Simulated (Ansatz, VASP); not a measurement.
# Two plane-wave programs on In

```
In
1.0
     2.58260   -2.11491    0.00000
     2.58260    2.11491    0.00000
     0.00000    0.00000    9.35362
In
4
Direct
  0.75114 0.24886 0.12503
  0.74886 0.25114 0.62503
  0.24886 0.75114 0.87497
  0.25114 0.74886 0.37497
```

Alike in both runs: functional PBEsol; k mesh 6 × 6 × 2; occupations gaussian, width 0.1 eV; no spin polarisation.

Ansatz relaxed the structure, and its values are those at the end. VASP's run is a single point on that final structure, the one shown.

|  | VASP | Ansatz |
| --- | --- | --- |
| version | VASP 6.6.1 | Ansatz 0.2.0 |
| potentials or method | VASP PAW PBE potentials, release 64 (In_d), cutoff 520 eV | scalar-relativistic, plane waves, PAW |
| valence electrons in the cell | 52 | 52 |

|  | VASP | Ansatz | Ansatz less VASP |
| --- | --- | --- | --- |
| gap on the k mesh at the Fermi level (eV) | none | none | - |
| pressure (GPa) | 0.0 | 0.0 | +0.03 |
| rms of the force components (eV/Å) | 0.003 | 0.003 | 0.0000 |

VASP's potentials were made for PBE, not for PBEsol. A gap of «none» marks a metal or a gap that the smearing closes. The functional is the same, so the differences come from potentials, cutoffs and numerics.
